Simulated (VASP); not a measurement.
Set up this calculation in VASP 6.6.1, as the native input.

```
Task                   : single point
Functional             : PBEsol
Potentials or basis    : VASP PAW PBE potentials, release 64 (Pb_d, Se)
Cutoff                 : 520 eV
k mesh                 : 14 × 14 × 14
Occupations            : gaussian, width 0.01 eV
Spin                   : no spin polarisation
Dipole correction      : no
Further INCAR settings : ALGO = Normal; EDIFF = 1e-07; NBANDS = 17
```

The structure of PbSe lies in POSCAR:

```
PbSe
1.0
    0.0000000000      3.0337312609      3.0337312609
    3.0337312609      0.0000000000      3.0337312609
    3.0337312609      3.0337312609      0.0000000000
Pb Se
1 1
Direct
    0.0000000000      0.0000000000      0.0000000000
    0.5000000000      0.5000000000      0.5000000000
```

These files were run (other wordings do the same):

INCAR

```
PREC     = Accurate       # precision mode
ENCUT    = 520            # plane-wave cutoff, eV
EDIFF    = 1E-7           # SCF threshold, eV
ISMEAR   = 0              # smearing method
SIGMA    = 0.01           # smearing width, eV
LREAL    = F              # projectors in reciprocal space
LASPH    = T              # aspherical terms in the spheres
NELM     = 80             # most SCF steps
ALGO     = Normal         # electronic algorithm
ISIF     = 2              # what is computed and relaxed
LWAVE    = F              # write WAVECAR
LCHARG   = F              # write CHGCAR
GGA      = PS             # functional
NBANDS   = 17             # bands
```

KPOINTS

```
Automatic mesh
0
Gamma
  14 14 14
```

Potentials or basis: VASP PAW PBE potentials, release 64 (Pb_d, Se).

Launch:

```bash
$ cat potpaw_PBE.64/Pb_d/POTCAR potpaw_PBE.64/Se/POTCAR > POTCAR
$ mpirun -np 1 vasp_std > vasp.out
```

It gave:

The pressure is 1.0 GPa and the band gap on the k mesh is 0.11 eV.

Caveat: the PAW data sets were made with another functional, which shifts forces and pressure a little; spin-orbit coupling is left out, which moves the levels of the heavy elements.

It took 36 s on 1 thread of Intel(R) Xeon(R) Platinum 8559C (Emerald Rapids), with other jobs on the host, peak memory 0.24 GiB.
